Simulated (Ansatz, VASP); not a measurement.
One calculation of SnTe2, two programs

The input INCAR:

```
ALGO = Normal
EDIFF = 1E-6
EDIFFG = -0.005
ENCUT = 600
GGA = PE
IBRION = 2
ISIF = 3
ISMEAR = -1
LASPH = T
LCHARG = F
LREAL = F
LWAVE = F
NELM = 100
NSW = 100
PREC = Accurate
SIGMA = 0.05
```

KPOINTS

```
k-points
0
Gamma
  10 10 10
```

POSCAR

```
SnTe2
1.0
    0.0000000000      3.3393647261      3.3393647261
    3.3393647261      0.0000000000      3.3393647261
    3.3393647261      3.3393647261      0.0000000000
Sn Te
1 2
Direct
    0.0000000000      0.0000000000      0.0000000000
    0.2500000000      0.2500000000      0.2500000000
    0.7500000000      0.7500000000      0.7500000000
```

Input for Ansatz:

```yaml
crystal:
  lattice:
    - [0.0, 3.3393647261, 3.3393647261]
    - [3.3393647261, 0.0, 3.3393647261]
    - [3.3393647261, 3.3393647261, 0.0]
  atoms:
    - { symbol: Sn, position: [0.0, 0.0, 0.0] }
    - { symbol: Te, position: [0.25, 0.25, 0.25] }
    - { symbol: Te, position: [0.75, 0.75, 0.75] }
kpoints:
  mp_grid: { grid: [10, 10, 10] }
scf:
  occupations: { method: fermi_dirac, width: 0.05 }
hamiltonian:
  xc: pbe
  pseudopotentials: { kind: paw }
output:
  forces: true
  stress: true
relax:
  f_tol: 0.005
  max_steps: 80
  cell: {}
```

Alike in both runs: task relaxation of cell and atoms; functional PBE; k mesh 10 × 10 × 10; occupations fermi-dirac, width 0.05 eV; no spin polarisation.

|  | VASP | Ansatz |
| --- | --- | --- |
| version | VASP 6.6.1 | Ansatz 0.2.0 |
| potentials or method | VASP PAW PBE potentials, release 64 (Sn_d, Te) | PAW with Ansatz's default frozen-core files, scalar-relativistic |
| plane-wave cutoff (eV) | 600 | 420 |
| valence electrons in the cell | 26 | 46 |

```tsv
	VASP	Ansatz	Ansatz less VASP
relaxed volume (Å³/atom)	34.39	34.38	-0.009
relaxed cell length with the largest relative difference (Å)	5.265	5.264	-0.0005
```

VASP's potentials hold 26 valence electrons a cell and Ansatz's 46, so a difference there can come from the potentials and not from the codes.

Neither program's run includes spin-orbit coupling. Noted on VASP's run: the volume moved by over 15 % at a fixed basis, so the end points are rough.
